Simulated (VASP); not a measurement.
# GaN (P6_3mc) in VASP: a series of runs, part 2 of 2

VASP 6.6.1. The steps go on from the part before.

### 5 Single point, PBE (epitaxial xy strain -1.0%)

INCAR

```
SYSTEM = GaN
PREC = Accurate ; ENCUT = 520
EDIFF = 1E-6 ; ISMEAR = -1
SIGMA = 0.02 ; LREAL = .FALSE.
LASPH = .TRUE. ; NELM = 60
ALGO = Normal ; ISIF = 2
LWAVE = .FALSE. ; LCHARG = .TRUE.
GGA = PE ; LELF = .TRUE.
LVHAR = .TRUE. ; NBANDS = 26
```

KPOINTS

```
Automatic mesh
0
G
  12 12 6
  0 0 0
```

POSCAR

```
GaN
1.0
    3.1513178824      0.0000000000      0.0000000000
   -1.5756589412      2.7291213415      0.0000000000
    0.0000000000      0.0000000000      5.2080976077
Ga N
2 2
Direct
    0.3333333333      0.6666666667      0.0003478194
    0.6666666667      0.3333333333      0.5003478194
    0.3333333333      0.6666666667      0.3746521806
    0.6666666667      0.3333333333      0.8746521806
```

Potentials or basis: VASP PAW PBE potentials, release 64 (Ga_d, N).

Command:

```console
$ cat potpaw_PBE.64/Ga_d/POTCAR potpaw_PBE.64/N/POTCAR > POTCAR
$ mpirun -np 1 vasp_std > vasp.out
```

OUTCAR:

```text
SYSTEM = GaN
   PREC = Accurate
   ENCUT = 520
   EDIFF = 1E-6
   ISMEAR = -1
   LREAL = .FALSE.
   LASPH = .TRUE.
   NELM = 60
   ISIF = 2
   GGA = PE

 ion  position               nearest neighbor table
   1  0.333  0.667  0.000-   4 1.93   4 1.93   4 1.93   3 1.95
   2  0.667  0.333  0.500-   3 1.93   3 1.93   3 1.93   4 1.95
   3  0.333  0.667  0.375-   2 1.93   2 1.93   2 1.93   1 1.95
   4  0.667  0.333  0.875-   1 1.93   1 1.93   1 1.93   2 1.95

  LATTYP: Found a hexagonal cell.
 ALAT       =     3.1513178824
 C/A-ratio  =     1.6526728823

  Lattice vectors:

 A1 = (   3.1513178824,   0.0000000000,   0.0000000000)
 A2 = (  -1.5756589412,   2.7291213415,   0.0000000000)
 A3 = (   0.0000000000,   0.0000000000,   5.2080976077)

Analysis of symmetry for initial positions (statically):
=====================================================================
 Subroutine PRICEL returns:
 Original cell was already a primitive cell.

 Routine SETGRP: Setting up the symmetry group for a
 hexagonal supercell.

 Subroutine GETGRP returns: Found 12 space group operations
 (whereof  6 operations were pure point group operations)
 out of a pool of 24 trial point group operations.

The static configuration has the point symmetry C_3v.
 The point group associated with its full space group is C_6v.

Analysis of symmetry for dynamics (positions and initial velocities):
=====================================================================
 Subroutine PRICEL returns:
 Original cell was already a primitive cell.

 Routine SETGRP: Setting up the symmetry group for a
 hexagonal supercell.

 Subroutine GETGRP returns: Found 12 space group operations
 (whereof  6 operations were pure point group operations)
 out of a pool of 24 trial point group operations.

The dynamic configuration has the point symmetry C_3v.
 The point group associated with its full space group is C_6v.

 Subroutine INISYM returns: Found 12 space group operations
 (whereof  6 operations are pure point group operations),
 and found     1 'primitive' translations

----------------------------------------------------------------------------------------

                                     Primitive cell

  volume of cell :      44.7914

  direct lattice vectors                    reciprocal lattice vectors
     3.151317882  0.000000000  0.000000000     0.317327555  0.183209150  0.000000000
    -1.575658941  2.729121341  0.000000000     0.000000000  0.366418299  0.000000000
     0.000000000  0.000000000  5.208097608     0.000000000  0.000000000  0.192008690

  length of vectors
     3.151317882  3.151317882  5.208097608     0.366418299  0.366418299  0.192008690

  position of ions in fractional coordinates (direct lattice)
     0.333333333  0.666666667  0.000347819
     0.666666667  0.333333333  0.500347819
     0.333333333  0.666666667  0.374652181
     0.666666667  0.333333333  0.874652181

  ion indices of the primitive-cell ions
   primitive index   ion index
                 1           1
                 2           2
                 3           3
                 4           4

----------------------------------------------------------------------------------------

 KPOINTS: Automatic mesh

Automatic generation of k-mesh.
 Grid dimensions read from file:
 generate k-points for:   12   12    6

 Generating k-lattice:

  Cartesian coordinates                     Fractional coordinates (reciprocal lattice)
     0.026443963  0.015267429  0.000000000     0.083333333 -0.000000000  0.000000000
     0.000000000  0.030534858  0.000000000     0.000000000  0.083333333  0.000000000
     0.000000000  0.000000000  0.032001448     0.000000000  0.000000000  0.166666667

  Length of vectors
     0.030534858  0.030534858  0.032001448

  Shift w.r.t. Gamma in fractional coordinates (k-lattice)
     0.000000000  0.000000000  0.000000000

 Subroutine IBZKPT returns following result:
 ===========================================

 Found     76 irreducible k-points:

 Following reciprocal coordinates:
            Coordinates               Weight
  0.000000  0.000000  0.000000      1.000000
  0.083333 -0.000000  0.000000      6.000000
  0.166667  0.000000  0.000000      6.000000
  0.250000  0.000000  0.000000      6.000000
  0.333333  0.000000  0.000000      6.000000
  0.416667  0.000000  0.000000      6.000000
[... 16 lines left out ...]
  0.250000  0.000000  0.166667     12.000000
  0.333333  0.000000  0.166667     12.000000
 [... further k-points ...]
   k-points           NKPTS =     76   k-points in BZ     NKDIM =     76   number of bands    NBANDS=     26
   number of dos      NEDOS =    301   number of ions     NIONS =      4
   total plane-waves  NPLWV =  23040
   dimension x,y,z NGX =    24 NGY =   24 NGZ =   40
   dimension x,y,z NGXF=    48 NGYF=   48 NGZF=   80
   ions per type =               2   2
   NGX,Y,Z   is equivalent  to a cutoff of  12.66, 12.66, 12.77 a.u.
   NGXF,Y,Z  is equivalent  to a cutoff of  25.32, 25.32, 25.54 a.u.
 SYSTEM =  GaN
   PREC   = accura    normal or accurate (medium, high low for compatibility)
   ISTART =      0    job   : 0-new  1-cont  2-samecut
   ICHARG =      2    charge: 1-file 2-atom 10-const
   ISPIN  =      1    spin polarized calculation?
   LNONCOLLINEAR =      F non collinear calculations
   LSORBIT =      F    spin-orbit coupling
   LASPH  =      T    aspherical Exc in radial PAW
   ENCUT  =  520.0 eV  38.22 Ry    6.18 a.u.   5.86  5.86  9.68*2*pi/ulx,y,z
   NELM   =     60;   NELMIN=  2; NELMDL= -5     # of ELM steps
   EDIFF  = 0.1E-05   stopping-criterion for ELM
   LREAL  =      F    real-space projection
   EDIFFG = 0.1E-04   stopping-criterion for IOM
   NSW    =      0    number of steps for IOM
   IBRION =     -1    ionic relax: 0-MD 1-quasi-New 2-CG
   NFREE  =      0    steps in history (QN), initial steepest desc. (CG)
   ISIF   =      2    stress and relaxation
   ISYM   =      2    0-nonsym 1-usesym 2-fastsym
   POTIM  = 0.5000    time-step for ionic-motion
   TEBEG  =    0.0;   TEEND  =   0.0 temperature during run
   PSTRESS=    0.0 pullay stress
   NELECT =      36.0000    total number of electrons
   NUPDOWN=      -1.0000    fix difference up-down
   EMIN   =  10.00;   EMAX   =-10.00  energy-range for DOS
   EFERMI =   0.00;   METHOD = LEGACY
   ISMEAR =    -1;   SIGMA  =   0.02  broadening in eV -4-tet -1-fermi 0-gaus
   EFERMI_NEDOS =   21; number of points for ismear=-14 and -15
   IALGO  =     38    algorithm
   IMIX   =      4    mixing-type and parameters
     AMIX     =   0.40;   BMIX     =  1.00
     AMIX_MAG =   1.60;   BMIX_MAG =  1.00
  volume/ion in A,a.u.               =      11.20        75.57
  Fermi-wavevector in a.u.,A,eV,Ry     =   1.522104  2.876359 31.521978  2.316800
  Thomas-Fermi vector in A             =   2.630729
   LORBIT       =      0    0 simple, 1 ext, 2 COOP (PROOUT), +10 PAW based schemes
   GGA     = PE    functional components
   LHFCALC =     F    Hartree Fock is set to
   AEXX    =    0.0000 exact exchange contribution
   IVDW    =     0    specifies the selected vdW correction
   LEPSILON=     F    determine dielectric tensor
   LRPA    =     F    only Hartree local field effects (RPA)
 non-spin polarized calculation
  energy-cutoff  :      520.00
  volume of cell :       44.79
 maximum number of plane-waves:      1232
 NGX is ok and might be reduce to    24
   NGX = 11   NGY = 11   NGZ = 19

 number of electron      36.0000011 magnetization

 Free energy of the ion-electron system (eV)
  ---------------------------------------------------
  ext. energy  EPLUGINS =         0.00000000
  ---------------------------------------------------
  free energy    TOTEN  =       -24.25761181 eV

  energy without entropy =      -24.25761181  energy(sigma->0) =      -24.25761181

 E-fermi :   5.9748     XC(G=0): -11.7776

 val. band max:        5.5669215338   @ k =   0.0000   0.0000   0.0000
 cond. band min:       7.5512976778   @ k =   0.0000   0.0000   0.0000
 fundamental gap:      1.9843761440
 Fermi energy:         5.9747614285

 k-point     1 :       0.0000    0.0000    0.0000
  band No.  band energies     occupation
      1     -10.6139      2.00000
      2      -9.6360      2.00000
      3      -7.9255      2.00000
      4      -7.9053      2.00000
      5      -7.9053      2.00000
      6      -7.8421      2.00000
[... 685 lines left out ...]
     25      17.0080      0.00000
     26      18.7760      0.00000

 [... further k-points ...]

------------------------ aborting loop because EDIFF is reached ----------------------------------------

  FORCE on cell =-STRESS in cart. coord.  units (eV):
  Direction    XX          YY          ZZ          XY          YZ          ZX
  --------------------------------------------------------------------------------------
  -------------------------------------------------------------------------------------
  Total        3.0338116      3.0338116      1.8169097      0.0000000     -0.0000000      0.0000000
  in kB      108.5188074    108.5188074     64.9904794      0.0000000     -0.0000000      0.0000000
  external PRESSURE =      94.0093647 kB  Pullay stress =       0.0000000 kB

 VOLUME and BASIS-vectors are now :
 -----------------------------------------------------------------------------
  energy-cutoff  :      520.00
  volume of cell :       44.79
      direct lattice vectors                 reciprocal lattice vectors
     3.151317882  0.000000000  0.000000000     0.317327555  0.183209150  0.000000000
    -1.575658941  2.729121341  0.000000000     0.000000000  0.366418299  0.000000000
     0.000000000  0.000000000  5.208097608     0.000000000  0.000000000  0.192008690

 POSITION                                       TOTAL-FORCE (eV/Angst)
 -----------------------------------------------------------------------------------
     -0.00000      1.81941      0.00181        -0.000000      0.000000      0.016255
      1.57566      0.90971      2.60586         0.000000     -0.000000      0.016255
     -0.00000      1.81941      1.95123         0.000000      0.000000     -0.016255
      1.57566      0.90971      4.55527         0.000000      0.000000     -0.016255
 -----------------------------------------------------------------------------------
    total drift:                               -0.000001     -0.000001     -0.000133

  FREE ENERGIE OF THE ION-ELECTRON SYSTEM (eV)
  ---------------------------------------------------
  free  energy   TOTEN  =       -24.2576118147 eV

  energy  without entropy=      -24.2576118147  energy(sigma->0) =      -24.25761181
```

Wall time 43 s (1 thread of Intel Xeon 6975P-C (Granite Rapids), shared host); peak memory 0.2 GiB.

What came out:

| Property | Result |
| --- | --- |
| Free energy | -24.2576 eV |
| Pressure | 9.4 GPa |
| Largest force | 0.016 eV/Å |
| Band gap on the k mesh | 1.98 eV |

Forces on the atoms (eV/Å):
```
Ga   0.000  0.000  0.016
Ga   0.000  0.000  0.016
N    0.000  0.000 -0.016
N    0.000  0.000 -0.016
```

Caveat: the cell differs from its parent crystal (epitaxial xy strain -1.0%); the cell stands under pressure.

### 6 The runs side by side

```tsv
cell	k mesh	smearing	gap on the mesh (eV)	pressure (GPa)	largest force (eV/Å)
a = 3.119, b = 3.119, c = 5.233 Å, angles 90.0, 90.0, 120.0°, 4 atoms, epitaxial xy strain -2.0%	6 × 6 × 4	gaussian 0.01 eV	2.01	12.7	0.03
a = 3.056, b = 3.056, c = 5.284 Å, angles 90.0, 90.0, 120.0°, 4 atoms, epitaxial xy strain -4.0%	12 × 12 × 6	fermi-dirac 0.02 eV	2.00	20.1	0.05
a = 3.088, b = 3.088, c = 5.258 Å, angles 90.0, 90.0, 120.0°, 4 atoms, epitaxial xy strain -3.0%	12 × 12 × 6	fermi-dirac 0.02 eV	2.02	16.3	0.04
a = 3.151, b = 3.151, c = 5.208 Å, angles 90.0, 90.0, 120.0°, 4 atoms, epitaxial xy strain -1.0%	12 × 12 × 6	fermi-dirac 0.02 eV	1.98	9.4	0.02
```

Alike in all rows: task single point; level PBE; potentials or basis VASP PAW PBE potentials, release 64 (Ga_d, N); no spin polarisation; cutoff (eV) 520.

Caveats: the cell stands under pressure.

Total energies depend on the potentials used, so only differences within one code and one set of settings carry meaning.
